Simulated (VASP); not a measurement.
Wanted: the native input for a VASP 6.6.1 run.

```
Task                   : single point
Functional             : LDA
Potentials or basis    : VASP PAW LDA potentials, release 64 (H)
Cutoff                 : 520 eV
k mesh                 : 10 × 10 × 10
Occupations            : gaussian, width 0.05 eV
Spin                   : no spin polarisation
Dipole correction      : no
Further INCAR settings : ALGO = Normal; EDIFF = 1e-06; NBANDS = 8
```

The structure of H lies in POSCAR:

```
H
1.0
   -1.6915344700      1.7422805041      2.0584739900
    1.6915344700     -1.7422805041      2.0584739900
    1.6915344700      1.7422805041     -2.0584739900
H
2
Direct
    0.9098622900      0.9098622900      0.0000000000
    0.0901377100      0.0901377100      0.0000000000
```

This cell differs from its parent crystal: strain +0.0300 x Voigt [0, 1, 0, 0, 0, 0].

These files were run (other wordings do the same):

INCAR

```
SYSTEM = H
PREC = Accurate
ENCUT = 520
EDIFF = 1E-6
ISMEAR = 0
SIGMA = 0.05
LREAL = .False.
LASPH = .True.
NELM = 100
ALGO = Normal
ISIF = 2
LWAVE = .False.
LCHARG = .False.
GGA = CA
NBANDS = 8
```

KPOINTS

```
Automatic mesh
0
Gamma
  10 10 10
  0 0 0
```

Potentials or basis: VASP PAW LDA potentials, release 64 (H).

Command:

```sh
$ cat potpaw_LDA.64/H/POTCAR > POTCAR
$ mpirun -np 1 vasp_std > vasp.out
```

Results of the run:

```yaml
Pressure: 0.7 GPa
Largest_force: 0.967 eV/Å
Band_gap_on_the_k_mesh: 8.27 eV, indirect (least direct gap 9.14 eV)
```

Caveat: the cell differs from its parent crystal (strain +0.0300 x Voigt [0, 1, 0, 0, 0, 0]).

It took 11 s on 1 thread of Intel(R) Xeon(R) Platinum 8375C CPU @ 2.90GHz (Ice Lake), with other jobs on the host, peak memory 0.13 GiB.
